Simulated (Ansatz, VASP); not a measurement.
# HfO2: VASP beside Ansatz

File POSCAR:

```
HfO2
1.0
    4.7539768156     -0.0105439045      0.1169779298
   -0.0105439045      4.6485334444     -0.1416822755
    0.0778976398     -0.0943486936      3.1768687053
Hf O
2 4
Direct
    0.0121983219      0.0008904871     -0.0108155449
    0.5112226067      0.5161461970      0.5866250272
    0.1893996110      0.7887460659      0.4918393480
    0.2938369266      0.2918288337     -0.0102498659
    0.6959796425      0.6944358007     -0.0256616646
    0.7973628913      0.2079526156      0.4682627002
```

INCAR.step1

```
SYSTEM = HfO2
PREC = Accurate ; ENCUT = 520
ISMEAR = 0 ; SIGMA = 0.05
LREAL = .False. ; LASPH = .True.
NELM = 100 ; NBANDS = 31
GGA = PE ; ALGO = Normal
EDIFF = 1E-4 ; LWAVE = .True.
LCHARG = .False.
```

INCAR.step2

```
SYSTEM = HfO2
PREC = Accurate ; ENCUT = 520
EDIFF = 1E-6 ; ISMEAR = 0
SIGMA = 0.05 ; LREAL = .False.
LASPH = .True. ; NELM = 100
ALGO = Normal ; ISIF = 2
LWAVE = .False. ; LCHARG = .True.
METAGGA = R2SCAN ; LMIXTAU = .True.
LELF = .True. ; LVHAR = .True.
NBANDS = 31 ; ISTART = 1
```

KPOINTS

```
Automatic mesh
0
Gamma
  6 6 8
  0 0 0
```

Input for Ansatz:

```yaml
crystal:
  lattice:
    - [4.7539768156, -0.0105439045, 0.1169779298]
    - [-0.0105439045, 4.6485334444, -0.1416822755]
    - [0.0778976398, -0.0943486936, 3.1768687053]
  atoms:
    - { symbol: Hf, position: [0.0121983219, 0.0008904871, -0.0108155449] }
    - { symbol: Hf, position: [0.5112226067, 0.516146197, 0.5866250272] }
    - { symbol: O, position: [0.189399611, 0.7887460659, 0.491839348] }
    - { symbol: O, position: [0.2938369266, 0.2918288337, -0.0102498659] }
    - { symbol: O, position: [0.6959796425, 0.6944358007, -0.0256616646] }
    - { symbol: O, position: [0.7973628913, 0.2079526156, 0.4682627002] }
basis:
  ecutwfc: 500
kpoints:
  mp_grid: { grid: [6, 6, 8] }
hamiltonian:
  xc: r2scan
scf:
  occupations: { method: gaussian, width: 0.05 }
output:
  forces: true
  stress: true
  eigenvalues: true
```

Change from the starting cell: all atoms moved at random (sigma 0.1 Å a component), cell strained at random (sigma 0.03).

Alike in both runs: task single point; functional r2SCAN; k mesh 6 × 6 × 8; occupations gaussian, width 0.05 eV; no spin polarisation.

|  | VASP | Ansatz |
| --- | --- | --- |
| version | VASP 6.6.1 | Ansatz 0.2.0 |
| potentials or method | VASP PAW PBE potentials, release 64 (Hf_pv, O), cutoff 520 eV | scalar-relativistic, plane waves, PAW |
| valence electrons in the cell | 44 | 76 |

VASP gave:

```
gap on the k mesh at the Fermi level (eV)                     : 4.72
least direct gap on the mesh (eV)                             : 4.72
pressure (GPa)                                                : 28.5
traceless stress, the component that is largest in VASP (GPa) : 20.81
rms of the force components (eV/Å)                            : 2.955
```

Question: What did Ansatz give for the same quantities?

Answer: gap on the k mesh at the Fermi level (eV): 4.76; least direct gap on the mesh (eV): 4.76; pressure (GPa): 31.3; traceless stress, the component that is largest in VASP (GPa): 20.77; rms of the force components (eV/Å): 2.905.

VASP's potentials were made for PBE, not for r2SCAN. Atom by atom the forces differ by 0.064 eV/Å (rms over components). Both programs put the cell under a high pressure, so it lies far from rest at this level. VASP's potentials hold 44 valence electrons a cell and Ansatz's 76, so a difference there can come from the potentials and not from the codes.

Neither program's run includes spin-orbit coupling.
